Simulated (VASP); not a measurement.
**BN: relaxation of cell and atoms with LDA**

Crystal: BN.

```
B N
1.0
     2.48895    0.00000    0.00000
    -1.24447    2.15549    0.00000
     0.00000    0.00000    6.49064
B N
2 2
Direct
  0.33333 0.66667 0.25000
  0.66667 0.33333 0.75000
  0.33333 0.66667 0.75000
  0.66667 0.33333 0.25000
```

| Item | Value |
| --- | --- |
| Program | VASP 6.6.1 |
| Task | relaxation of cell and atoms |
| Functional | LDA |
| Potentials or basis | VASP PAW LDA potentials, release 64 (B, N) |
| Cutoff | 600 eV |
| k mesh | 12 × 12 × 4 |
| Occupations | gaussian, width 0.01 eV |
| Spin | no spin polarisation |
| Target pressure | 5 GPa |
| Dipole correction | no |
| Further INCAR settings | ALGO = Normal; EDIFF = 1e-07; IBRION = 2; EDIFFG = -0.001; NSW = 80; ISIF = 3 |

| Item | Value |
| --- | --- |
| Relaxed volume | 7.82 Å³/atom |
| Relaxed cell | a = 2.481 Å, b = 2.481 Å, c = 5.866 Å, α = 90.00°, β = 90.00°, γ = 120.00° |
| Space group after relaxing (to 0.1 Å) | P6_3/mmc (No. 194) |
| Energy change on relaxing (the run minimises the enthalpy) | +10.6 meV/atom |
| Ionic steps | 10 |
| Pressure after relaxing | 5.0 GPa |
| Band gap on the k mesh | 3.92 eV (least direct gap 4.19 eV) |

The path:
```csv
step,energy change (eV),largest force (eV/Å),pressure (GPa),volume (Å³)
1,0.0000,0.0000,0.30,34.82
2,0.0373,0.0000,9.94,33.55
3,0.0111,0.0000,5.29,34.14
4,0.0109,0.0000,5.28,33.51
5,0.0254,0.0000,5.56,32.00
6,0.1692,0.0000,8.35,28.96
7,0.0400,0.0000,5.85,31.37
8,0.0454,0.0000,5.95,31.19
9,0.0361,0.0000,1.51,31.61
10,0.0424,0.0000,4.99,31.28
```

Final structure:
```
B N
1.0
     2.48125    0.00000    0.00000
    -1.24063    2.14883    0.00000
     0.00000    0.00000    5.86618
B N
2 2
Direct
  0.33333 0.66667 0.25000
  0.66667 0.33333 0.75000
  0.33333 0.66667 0.75000
  0.66667 0.33333 0.25000
```

Levels at points of the mesh, in eV from the valence-band top:
| k point | band 4 | band 5 | band 6 | band 7 | band 8 | band 9 | band 10 | band 11 | band 12 |
| --- | --- | --- | --- | --- | --- | --- | --- | --- | --- |
| (0.00, 0.00, 0.00) | -3.43 | -1.42 | -1.42 | -1.31 | -1.31 | 5.97 | 11.46 | 11.46 | 11.58 |
| (0.50, 0.00, 0.00) | -8.96 | -4.34 | -4.15 | -2.12 | -0.27 | 3.92 | 6.22 | 9.86 | 9.94 |
| (0.00, 0.00, 0.50) | -5.59 | -1.37 | -1.37 | -1.37 | -1.37 | 9.10 | 9.10 | 11.62 | 11.62 |
| (0.50, 0.00, 0.50) | -9.07 | -4.25 | -4.25 | -1.08 | -1.08 | 4.49 | 4.49 | 10.19 | 10.19 |

Wall time 68 s on 1 thread of Intel(R) Xeon(R) 6975P-C (Granite Rapids), on a shared host, peak memory 0.15 GiB.

Caveat: the cell is relaxed towards a set pressure, so the run minimises the enthalpy, not the energy. LDA usually gives volumes a few per cent too small.
